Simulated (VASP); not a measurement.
# Nb (Fm-3m) in VASP: further runs

Nb is run at these levels: revPBE, BLYP; tasks: single point.

Program: VASP 6.6.1. These are calculated values, not measurements. Logs are shortened: lines on timing, memory, paths and dates and some standing lists are left out, and cuts for length are marked.

### 1 The cell of the first run

The structure is cubic, space group Fm-3m (No. 225). The conventional cell has a = 4.230 Å, b = 4.230 Å, c = 4.230 Å, α = 90.00°, β = 90.00°, γ = 90.00°. Nb (site symmetry m-3m) has 12 Nb at 2.99 Å within 3.9 Å.

### 2 Single point, revPBE

File INCAR:

```
PREC = Accurate ; ENCUT = 520
EDIFF = 1E-6 ; ISMEAR = -1
SIGMA = 0.05 ; LREAL = False
LASPH = True ; NELM = 100
ALGO = Normal ; ISIF = 2
LWAVE = False ; LCHARG = False
GGA = RE ; NBANDS = 12
```

File KPOINTS:

```
regular mesh
0
Gamma
  11 11 11
```

File POSCAR:

```
Nb
1.0
    0.0000000000      2.1150000000      2.1150000000
    2.1150000000      0.0000000000      2.1150000000
    2.1150000000      2.1150000000      0.0000000000
Nb
1
Direct
    0.0000000000      0.0000000000      0.0000000000
```

Potentials or basis: VASP PAW PBE potentials, release 64 (Nb_sv).

Command:

```sh
$ cat potpaw_PBE.64/Nb_sv/POTCAR > POTCAR
$ mpirun -np 1 vasp_std > vasp.out
```

OUTCAR:

```text
PREC = Accurate
   ENCUT = 520
   EDIFF = 1E-6
   ISMEAR = -1
   LREAL = False
   LASPH = True
   NELM = 100
   ISIF = 2
   GGA = RE

 ion  position               nearest neighbor table
   1  0.000  0.000  0.000-

  LATTYP: Found a face centered cubic cell.
 ALAT       =     4.2300000000

  Lattice vectors:

 A1 = (   0.0000000000,   2.1150000000,   2.1150000000)
 A2 = (   2.1150000000,   0.0000000000,   2.1150000000)
 A3 = (   2.1150000000,   2.1150000000,   0.0000000000)

Analysis of symmetry for initial positions (statically):
=====================================================================
 Subroutine PRICEL returns:
 Original cell was already a primitive cell.

 Routine SETGRP: Setting up the symmetry group for a
 face centered cubic supercell.

 Subroutine GETGRP returns: Found 48 space group operations
 (whereof 48 operations were pure point group operations)
 out of a pool of 48 trial point group operations.

The static configuration has the point symmetry O_h .

Analysis of symmetry for dynamics (positions and initial velocities):
=====================================================================
 Subroutine PRICEL returns:
 Original cell was already a primitive cell.

 Routine SETGRP: Setting up the symmetry group for a
 face centered cubic supercell.

 Subroutine GETGRP returns: Found 48 space group operations
 (whereof 48 operations were pure point group operations)
 out of a pool of 48 trial point group operations.

The dynamic configuration has the point symmetry O_h .

 Subroutine INISYM returns: Found 48 space group operations
 (whereof 48 operations are pure point group operations),
 and found     1 'primitive' translations

----------------------------------------------------------------------------------------

                                     Primitive cell

  volume of cell :      18.9217

  direct lattice vectors                    reciprocal lattice vectors
     0.000000000  2.115000000  2.115000000    -0.236406619  0.236406619  0.236406619
     2.115000000  0.000000000  2.115000000     0.236406619 -0.236406619  0.236406619
     2.115000000  2.115000000  0.000000000     0.236406619  0.236406619 -0.236406619

  length of vectors
     2.991061684  2.991061684  2.991061684     0.409468276  0.409468276  0.409468276

  position of ions in fractional coordinates (direct lattice)
     0.000000000  0.000000000  0.000000000

  ion indices of the primitive-cell ions
   primitive index   ion index
                 1           1

----------------------------------------------------------------------------------------

 KPOINTS: regular mesh

Automatic generation of k-mesh.
 Grid dimensions read from file:
 generate k-points for:   11   11   11

 Generating k-lattice:

  Cartesian coordinates                     Fractional coordinates (reciprocal lattice)
    -0.021491511  0.021491511  0.021491511     0.090909091  0.000000000  0.000000000
     0.021491511 -0.021491511  0.021491511     0.000000000  0.090909091  0.000000000
     0.021491511  0.021491511 -0.021491511     0.000000000  0.000000000  0.090909091

  Length of vectors
     0.037224389  0.037224389  0.037224389

  Shift w.r.t. Gamma in fractional coordinates (k-lattice)
     0.000000000  0.000000000  0.000000000

 Subroutine IBZKPT returns following result:
 ===========================================

 Found     56 irreducible k-points:

 Following reciprocal coordinates:
            Coordinates               Weight
  0.000000  0.000000  0.000000      1.000000
  0.090909  0.000000  0.000000      8.000000
  0.181818  0.000000  0.000000      8.000000
  0.272727  0.000000  0.000000      8.000000
  0.363636  0.000000  0.000000      8.000000
  0.454545  0.000000  0.000000      8.000000
[... 16 lines left out ...]
 -0.272727  0.181818  0.000000     24.000000
 -0.181818  0.181818  0.000000     12.000000
 [... further k-points ...]
   k-points           NKPTS =     56   k-points in BZ     NKDIM =     56   number of bands    NBANDS=     12
   number of dos      NEDOS =    301   number of ions     NIONS =      1
   total plane-waves  NPLWV =  13824
   dimension x,y,z NGX =    24 NGY =   24 NGZ =   24
   dimension x,y,z NGXF=    48 NGYF=   48 NGZF=   48
   ions per type =               1
   NGX,Y,Z   is equivalent  to a cutoff of  13.34, 13.34, 13.34 a.u.
   NGXF,Y,Z  is equivalent  to a cutoff of  26.68, 26.68, 26.68 a.u.
 SYSTEM =  unknown system
   PREC   = accura    normal or accurate (medium, high low for compatibility)
   ISTART =      0    job   : 0-new  1-cont  2-samecut
   ICHARG =      2    charge: 1-file 2-atom 10-const
   ISPIN  =      1    spin polarized calculation?
   LNONCOLLINEAR =      F non collinear calculations
   LSORBIT =      F    spin-orbit coupling
   LASPH  =      T    aspherical Exc in radial PAW
   ENCUT  =  520.0 eV  38.22 Ry    6.18 a.u.   5.56  5.56  5.56*2*pi/ulx,y,z
   NELM   =    100;   NELMIN=  2; NELMDL= -5     # of ELM steps
   EDIFF  = 0.1E-05   stopping-criterion for ELM
   LREAL  =      F    real-space projection
   EDIFFG = 0.1E-04   stopping-criterion for IOM
   NSW    =      0    number of steps for IOM
   IBRION =     -1    ionic relax: 0-MD 1-quasi-New 2-CG
   NFREE  =      0    steps in history (QN), initial steepest desc. (CG)
   ISIF   =      2    stress and relaxation
   ISYM   =      2    0-nonsym 1-usesym 2-fastsym
   POTIM  = 0.5000    time-step for ionic-motion
   TEBEG  =    0.0;   TEEND  =   0.0 temperature during run
   PSTRESS=    0.0 pullay stress
   NELECT =      13.0000    total number of electrons
   NUPDOWN=      -1.0000    fix difference up-down
   EMIN   =  10.00;   EMAX   =-10.00  energy-range for DOS
   EFERMI =   0.00;   METHOD = LEGACY
   ISMEAR =    -1;   SIGMA  =   0.05  broadening in eV -4-tet -1-fermi 0-gaus
   EFERMI_NEDOS =   21; number of points for ismear=-14 and -15
   IALGO  =     38    algorithm
   IMIX   =      4    mixing-type and parameters
     AMIX     =   0.40;   BMIX     =  1.00
     AMIX_MAG =   1.60;   BMIX_MAG =  1.00
  volume/ion in A,a.u.               =      18.92       127.69
  Fermi-wavevector in a.u.,A,eV,Ry     =   1.444560  2.729823 28.392005  2.086754
  Thomas-Fermi vector in A             =   2.562841
   LORBIT       =      0    0 simple, 1 ext, 2 COOP (PROOUT), +10 PAW based schemes
   GGA     = RE    functional components
   LHFCALC =     F    Hartree Fock is set to
   AEXX    =    0.0000 exact exchange contribution
   IVDW    =     0    specifies the selected vdW correction
   LEPSILON=     F    determine dielectric tensor
   LRPA    =     F    only Hartree local field effects (RPA)
 non-spin polarized calculation
  energy-cutoff  :      520.00
  volume of cell :       18.92
 maximum number of plane-waves:       532
   NGX = 11   NGY = 11   NGZ = 11

 number of electron      13.0000001 magnetization

 Free energy of the ion-electron system (eV)
  ---------------------------------------------------
  ext. energy  EPLUGINS =         0.00000000
  ---------------------------------------------------
  free energy    TOTEN  =        -9.50021321 eV

  energy without entropy =       -9.48836853  energy(sigma->0) =       -9.49429087

 E-fermi :  10.9375     XC(G=0): -12.2001

 val. band max:       10.9175330415   @ k =   0.3636   0.2727   0.0909
 cond. band min:      10.9543412820   @ k =  -0.1818   0.1818   0.0000
 fundamental gap:      0.0368082406
 Fermi energy:        10.9375048853

 k-point     1 :       0.0000    0.0000    0.0000
  band No.  band energies     occupation
      1     -43.8981      2.00000
      2     -19.3028      2.00000
      3     -19.3028      2.00000
      4     -19.3028      2.00000
      5       4.7107      2.00000
      6      11.0264      0.28919
      7      11.0264      0.28919
      8      11.0264      0.28919
      9      13.5944      0.00000
     10      13.5944      0.00000
     11      22.7031      0.00000
     12      27.4636      0.00000

 k-point     2 :       0.0909    0.0000    0.0000
  band No.  band energies     occupation
      1     -43.8835      2.00000
      2     -19.4002      2.00000
      3     -19.3149      2.00000
      4     -19.3149      2.00000
      5       5.0119      2.00000
      6      10.7997      1.88058
      7      11.1607      0.02276
      8      11.1607      0.02276
      9      13.4801      0.00000
     10      13.4801      0.00000
     11      23.2974      0.00000
     12      26.3145      0.00000

 k-point     3 :       0.1818    0.0000    0.0000
  band No.  band energies     occupation
      1     -43.8443      2.00000
      2     -19.6560      2.00000
      3     -19.3472      2.00000
      4     -19.3472      2.00000
      5       5.8077      2.00000
      6      10.3614      1.99998
      7      11.3993      0.00020
      8      11.3993      0.00020
      9      13.3845      0.00000
     10      13.3845      0.00000
     11      24.0962      0.00000
     12      25.2285      0.00000
[... 286 lines left out ...]
 k-point    23 :      -0.2727    0.1818    0.0000
  band No.  band energies     occupation
      1     -43.7306      2.00000
      2     -20.1374      2.00000
      3     -19.6736      2.00000
      4     -19.4269      2.00000
      5       8.0319      2.00000
      6       9.9190      2.00000
      7      10.3512      1.99998
      8      11.9027      0.00000
      9      13.3107      0.00000
     10      16.4427      0.00000
     11      23.2529      0.00000
     12      25.6748      0.00000

 k-point    24 :      -0.1818    0.1818    0.0000
  band No.  band energies     occupation
      1     -43.7750      2.00000
      2     -19.9488      2.00000
      3     -19.5721      2.00000
      4     -19.3776      2.00000
      5       7.2913      2.00000
      6       9.7258      2.00000
      7      10.9543      0.83321
      8      12.2868      0.00000
      9      12.3157      0.00000
     10      15.2155      0.00000
     11      24.1784      0.00000
     12      26.7253      0.00000

 [... further k-points ...]

------------------------ aborting loop because EDIFF is reached ----------------------------------------

  FORCE on cell =-STRESS in cart. coord.  units (eV):
  Direction    XX          YY          ZZ          XY          YZ          ZX
  --------------------------------------------------------------------------------------
  -------------------------------------------------------------------------------------
  Total       -0.0194615     -0.0194615     -0.0194615      0.0000000      0.0000000     -0.0000000
  in kB       -1.6478819     -1.6478819     -1.6478819      0.0000000      0.0000000     -0.0000000
  external PRESSURE =      -1.6478819 kB  Pullay stress =       0.0000000 kB

 VOLUME and BASIS-vectors are now :
 -----------------------------------------------------------------------------
  energy-cutoff  :      520.00
  volume of cell :       18.92
      direct lattice vectors                 reciprocal lattice vectors
     0.000000000  2.115000000  2.115000000    -0.236406619  0.236406619  0.236406619
     2.115000000  0.000000000  2.115000000     0.236406619 -0.236406619  0.236406619
     2.115000000  2.115000000  0.000000000     0.236406619  0.236406619 -0.236406619

 POSITION                                       TOTAL-FORCE (eV/Angst)
 -----------------------------------------------------------------------------------
      0.00000      0.00000      0.00000        -0.000000     -0.000000     -0.000000
 -----------------------------------------------------------------------------------
    total drift:                               -0.000000      0.000000      0.000000

  FREE ENERGIE OF THE ION-ELECTRON SYSTEM (eV)
  ---------------------------------------------------
  free  energy   TOTEN  =        -9.5002132114 eV

  energy  without entropy=       -9.4883685256  energy(sigma->0) =       -9.49429087
```

Run time: 13 s. Hardware: 1 thread of Intel Xeon Platinum 8259CL at 2.50GHz (Skylake/Cascade Lake), shared host; peak memory 0.14 GiB.

Results:

```
Free energy : -9.5002 eV
Pressure    : -0.2 GPa
```

Caveat: the PAW data sets were made with another functional, which shifts forces and pressure a little.

### 3 Single point, revPBE

File INCAR:

```
PREC     = Accurate       # precision mode
ENCUT    = 520            # plane-wave cutoff, eV
EDIFF    = 1E-6           # SCF threshold, eV
ISMEAR   = -1             # smearing method
SIGMA    = 0.05           # smearing width, eV
LREAL    = False          # projectors in reciprocal space
LASPH    = True           # aspherical terms in the spheres
NELM     = 80             # most SCF steps
ALGO     = Fast           # electronic algorithm
ISIF     = 2              # what is computed and relaxed
LWAVE    = False          # write WAVECAR
LCHARG   = False          # write CHGCAR
GGA      = RE             # functional
NBANDS   = 12             # bands
```

File KPOINTS:

```
Automatic mesh
0
Gamma
  11 11 11
```

File POSCAR:

```
Nb
1.0
    0.0000000000      2.1156631835      2.1156631835
    2.1156631835      0.0000000000      2.1156631835
    2.1156631835      2.1156631835      0.0000000000
Nb
1
Direct
    0.0000000000      0.0000000000      0.0000000000
```

Potentials or basis: VASP PAW PBE potentials, release 64 (Nb_sv).

Command:

```sh
$ cat potpaw_PBE.64/Nb_sv/POTCAR > POTCAR
$ mpirun -np 1 vasp_std > vasp.out
```

Wall time 26 s (1 thread of Intel Xeon Platinum 8259CL at 2.50GHz (Skylake/Cascade Lake), shared host); peak memory 0.14 GiB.

The run converged. Its results:

```
Free energy : -9.5002 eV
Pressure    : -0.4 GPa
```

Levels at points of the mesh, in eV from the Fermi level:
```
           k point  band 3  band 4  band 5  band 6  band 7  band 8  band 9  band 10
(0.00, 0.00, 0.00)  -30.24  -30.24   -6.22    0.09    0.09    0.09    2.65     2.65
```

Caveat: the PAW data sets were made with another functional, which shifts forces and pressure a little.

### 4 Single point, BLYP

File INCAR:

```
SYSTEM = Nb
PREC     = Accurate       ! precision mode
ENCUT    = 520            ! plane-wave cutoff, eV
EDIFF    = 1E-6           ! SCF threshold, eV
ISMEAR   = -1             ! smearing method
SIGMA    = 0.05           ! smearing width, eV
LREAL    = .FALSE.        ! projectors in reciprocal space
LASPH    = .TRUE.         ! aspherical terms in the spheres
NELM     = 80             ! most SCF steps
ALGO     = Normal         ! electronic algorithm
ISIF     = 2              ! what is computed and relaxed
LWAVE    = .FALSE.        ! write WAVECAR
LCHARG   = .FALSE.        ! write CHGCAR
GGA      = B5             ! functional
ALDAX    = 1.0          
AGGAX    = 1.0          
AGGAC    = 1.0          
ALDAC    = 0.0          
NBANDS   = 12             ! bands
```

File KPOINTS:

```
Automatic mesh
0
G
  11 11 11
  0 0 0
```

File POSCAR:

```
Nb
1.0
    0.0000000000      2.1150000000      2.1150000000
    2.1150000000      0.0000000000      2.1150000000
    2.1150000000      2.1150000000      0.0000000000
Nb
1
Direct
    0.0000000000      0.0000000000      0.0000000000
```

Potentials or basis: VASP PAW PBE potentials, release 64 (Nb_sv).

Command:

```sh
$ cat potpaw_PBE.64/Nb_sv/POTCAR > POTCAR
$ mpirun -np 1 vasp_std > vasp.out
```

OUTCAR:

```text
SYSTEM = Nb
   PREC = Accurate
   ENCUT = 520
   EDIFF = 1E-6
   ISMEAR = -1
   LREAL = .FALSE.
   LASPH = .TRUE.
   NELM = 80
   ISIF = 2
   GGA = B5

 ion  position               nearest neighbor table
   1  0.000  0.000  0.000-

  LATTYP: Found a face centered cubic cell.
 ALAT       =     4.2300000000

  Lattice vectors:

 A1 = (   0.0000000000,   2.1150000000,   2.1150000000)
 A2 = (   2.1150000000,   0.0000000000,   2.1150000000)
[... 538 lines left out ...]
     12      27.3120      0.00000

 [... further k-points ...]

------------------------ aborting loop because EDIFF is reached ----------------------------------------

  FORCE on cell =-STRESS in cart. coord.  units (eV):
  Direction    XX          YY          ZZ          XY          YZ          ZX
  --------------------------------------------------------------------------------------
  -------------------------------------------------------------------------------------
  Total        0.4771818      0.4771818      0.4771818      0.0000000      0.0000000      0.0000000
  in kB       40.4048322     40.4048322     40.4048322      0.0000000      0.0000000      0.0000000
  external PRESSURE =      40.4048322 kB  Pullay stress =       0.0000000 kB

 VOLUME and BASIS-vectors are now :
 -----------------------------------------------------------------------------
  energy-cutoff  :      520.00
  volume of cell :       18.92
      direct lattice vectors                 reciprocal lattice vectors
     0.000000000  2.115000000  2.115000000    -0.236406619  0.236406619  0.236406619
     2.115000000  0.000000000  2.115000000     0.236406619 -0.236406619  0.236406619
     2.115000000  2.115000000  0.000000000     0.236406619  0.236406619 -0.236406619

 POSITION                                       TOTAL-FORCE (eV/Angst)
 -----------------------------------------------------------------------------------
      0.00000      0.00000      0.00000         0.000000     -0.000000     -0.000000
 -----------------------------------------------------------------------------------
    total drift:                                0.000000     -0.000000     -0.000000

  FREE ENERGIE OF THE ION-ELECTRON SYSTEM (eV)
  ---------------------------------------------------
  free  energy   TOTEN  =        -8.5497504408 eV

  energy  without entropy=       -8.5374643761  energy(sigma->0) =       -8.54360741
```

OSZICAR:

```text
N       E                     dE             d eps       ncg     rms          rms(c)
DAV:   1     0.119117643499E+03    0.11912E+03   -0.72671E+03  1344   0.108E+03
DAV:   2    -0.394036806674E+01   -0.12306E+03   -0.11841E+03  1452   0.384E+02
DAV:   3    -0.860820742457E+01   -0.46678E+01   -0.44240E+01  1888   0.655E+01
DAV:   4    -0.892284510280E+01   -0.31464E+00   -0.31322E+00  1928   0.157E+01
DAV:   5    -0.893330526148E+01   -0.10460E-01   -0.10451E-01  1924   0.250E+00    0.657E+00
DAV:   6    -0.858175659569E+01    0.35155E+00   -0.58251E-01  2124   0.923E+00    0.231E+00
DAV:   7    -0.854516648185E+01    0.36590E-01   -0.15947E-01  2192   0.479E+00    0.883E-01
DAV:   8    -0.854968811437E+01   -0.45216E-02   -0.10436E-02  1576   0.132E+00    0.361E-02
DAV:   9    -0.854974251337E+01   -0.54399E-04   -0.67861E-04  2256   0.239E-01    0.390E-02
DAV:  10    -0.854975591491E+01   -0.13402E-04   -0.18177E-05  1556   0.521E-02    0.125E-02
DAV:  11    -0.854975042516E+01    0.54897E-05   -0.48516E-06  1752   0.319E-02    0.411E-03
DAV:  12    -0.854975044083E+01   -0.15673E-07   -0.15630E-07   972   0.481E-03
   1 F= -.85497504E+01 E0= -.85436074E+01  d E =-.122861E-01
```

stdout:

```text
POSCAR found type information on POSCAR Nb
 POSCAR found :  1 types and       1 ions
 scaLAPACK will be used
 -----------------------------------------------------------------------------
|                                                                             |
|                                                                             |
|     You enforced a specific xc type in the INCAR file but a different       |
|     I HOPE YOU KNOW WHAT YOU ARE DOING!                                     |
|                                                                             |
 -----------------------------------------------------------------------------

 LDA part: xc-table for (Slater(with rela. corr.)+VWN5), standard interpolation
 POSCAR, INCAR and KPOINTS ok, starting setup
 FFT: planning ... GRIDC
 FFT: planning ... GRID_SOFT
 FFT: planning ... GRID
 WAVECAR not read
 entering main loop
```

It took 22 s on 1 thread of Intel Xeon Platinum 8259CL at 2.50GHz (Skylake/Cascade Lake), shared host; peak memory 0.14 GiB.

Results:

```
Free energy : -8.5498 eV
Pressure    : 4.0 GPa
```

Levels at points of the mesh, in eV from the Fermi level:
```tsv
k point	band 3	band 4	band 5	band 6	band 7	band 8	band 9	band 10
(0.00, 0.00, 0.00)	-30.21	-30.21	-6.03	0.03	0.03	0.03	2.57	2.57
```

Caveat: the PAW data sets were made with another functional, which shifts forces and pressure a little.

### 5 Summary

```tsv
level	cell	gap on the mesh (eV)	pressure (GPa)
revPBE	a = 2.991 Å, angles 60.0°, 1 atom	none	-0.2
revPBE	a = 2.992 Å, angles 60.0°, 1 atom	none	-0.4
BLYP	a = 2.991 Å, angles 60.0°, 1 atom	none	4.0
```

Alike in all rows: task single point; potentials or basis VASP PAW PBE potentials, release 64 (Nb_sv); no spin polarisation; k mesh 11 × 11 × 11; cutoff (eV) 520; smearing fermi-dirac 0.05 eV.

Every run on the cell as given and a fine mesh finds a metal. The pressure there spans -0.4 GPa (revPBE) to 4.0 GPa (BLYP); a positive pressure means that this level wants a larger cell, a negative one a smaller.

Caveats: the PAW data sets were made with another functional, which shifts forces and pressure a little.

Total energies depend on the potentials used, so only differences within one code and one set of settings carry meaning.
